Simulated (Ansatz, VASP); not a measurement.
**Two plane-wave programs on AgCl**

```
Ag Cl
1.0
     0.00000    2.73500    2.73500
     2.73500    0.00000    2.73500
     2.73500    2.73500    0.00000
Ag Cl
1 1
Direct
  0.00000 0.00000 0.00000
  0.50000 0.50000 0.50000
```

Alike in both runs: functional PBE; k mesh 5 × 5 × 5; occupations fermi-dirac, width 0.05 eV; no spin polarisation.

|  | VASP | Ansatz |
| --- | --- | --- |
| version | VASP 6.6.1 | Ansatz 0.2.0 |
| potentials or method | VASP PAW PBE potentials, release 64 (Ag, Cl) | Ansatz PAW |
| plane-wave cutoff (eV) | 520 | 420 |
| valence electrons in the cell | 18 | 26 |
| task | single point | projected density of states |

Ansatz gave:

```
gap on the k mesh at the Fermi level (eV) : 1.06
least direct gap on the mesh (eV)         : 3.40
pressure (GPa)                            : 4.0
```

Question: Estimate VASP's values.

Answer: gap on the k mesh at the Fermi level (eV): 1.06; least direct gap on the mesh (eV): 3.40; pressure (GPa): 3.8.

The functional is the same, so the differences come from potentials, cutoffs and numerics. VASP's potentials hold 18 valence electrons a cell and Ansatz's 26, so a difference there can come from the potentials and not from the codes.

Noted on Ansatz's run: odd divisions of the mesh miss points on the zone boundary, where band edges often lie, so the gap on the mesh can be too wide.
